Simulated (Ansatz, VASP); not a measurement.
# One calculation of MoS2, two programs

```
Mo S
1.0
     3.14143    0.00000    0.00000
    -1.57072    2.88379    0.00000
     0.00000    0.00000   12.57882
Mo S
2 4
Cartesian
  0.0000 1.9225 3.1447
  1.5707 0.9613 9.4341
  0.0000 1.9225 7.8750
  1.5707 0.9613 1.5856
  0.0000 1.9225 10.9932
  1.5707 0.9613 4.7038
```

Change from the starting cell: strain +0.0600 x Voigt [0, 1, 0, 0, 0, 0], atoms carried along.

Alike in both runs: task single point; functional PBEsol; k mesh 12 × 12 × 2; occupations gaussian, width 0.05 eV; no spin polarisation.

|  | VASP | Ansatz |
| --- | --- | --- |
| version | VASP 6.6.1 | Ansatz 0.2.0 |
| potentials or method | VASP PAW PBE potentials, release 64 (Mo_sv, S), cutoff 520 eV | scalar-relativistic, plane waves, PAW |
| valence electrons in the cell | 52 | 52 |

VASP gave:

```
gap on the k mesh at the Fermi level (eV)                     : 0.85
least direct gap on the mesh (eV)                             : 1.47
pressure (GPa)                                                : -7.4
traceless stress, the component that is largest in VASP (GPa) : -5.54
rms of the force components (eV/Å)                            : 0.279
```

Estimate Ansatz's values.

gap on the k mesh at the Fermi level (eV): 0.83; least direct gap on the mesh (eV): 1.46; pressure (GPa): -7.4; traceless stress, the component that is largest in VASP (GPa): -5.54; rms of the force components (eV/Å): 0.280.

VASP's potentials were made for PBE, not for PBEsol. Atom by atom the forces differ by 0.001 eV/Å (rms over components). The functional is the same, so the differences come from potentials, cutoffs and numerics.
